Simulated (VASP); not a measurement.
Runs of VASP 6.6.1 on TiAl3. The structure is that of space group Pmm2 (No. 25), or close to it. The cells are those of the table. 

```tsv
level	potentials or basis	cell	gap on the mesh (eV)	pressure (GPa)	largest force (eV/Å)
r2SCAN	VASP PAW PBE potentials, release 64 (Ti_sv, Al)	a = 2.782, b = 4.586, c = 4.801 Å, 4 atoms	none	4.8	0.09
LDA	VASP PAW LDA potentials, release 64 (Ti_sv, Al)	a = 2.840, b = 4.681, c = 4.901 Å, 4 atoms	none	-5.0	0.08
LDA	VASP PAW LDA potentials, release 64 (Ti_sv, Al)	a = 2.877, b = 4.743, c = 4.965 Å, 4 atoms	none	-8.1	0.10
PBE	VASP PAW PBE potentials, release 64 (Ti_sv, Al)	a = 2.858, b = 4.712, c = 4.933 Å, 4 atoms	none	-1.9	0.05
LDA	VASP PAW LDA potentials, release 64 (Ti_sv, Al)	a = 2.895, b = 4.773, c = 4.997 Å, 4 atoms	none	(a)	0.10
PBE	VASP PAW PBE potentials, release 64 (Ti_sv, Al)	a = 2.840, b = 4.681, c = 4.901 Å, 4 atoms	none	0.0	0.04
r2SCAN	VASP PAW PBE potentials, release 64 (Ti_sv, Al)	a = 2.840, b = 4.681, c = 4.901 Å, 4 atoms	none	(b)	0.05
LDA	VASP PAW LDA potentials, release 64 (Ti_sv, Al)	a = 2.782, b = 4.586, c = 4.801 Å, 4 atoms	none	1.3	0.06
```

Alike in all rows: task single point; no spin polarisation; k mesh 9 × 6 × 6; cutoff (eV) 520; smearing fermi-dirac 0.05 eV.

**Question.** Fill in the values left out.

**Answer.** (a) -9.5; (b) -2.2.

Caveats: the cell stands under tension (at least some runs); the PAW data sets were made with another functional, which shifts forces and pressure a little (at least some runs); the cell stands under pressure (at least some runs).

A gap of «none» marks levels without a gap at the run's occupations.
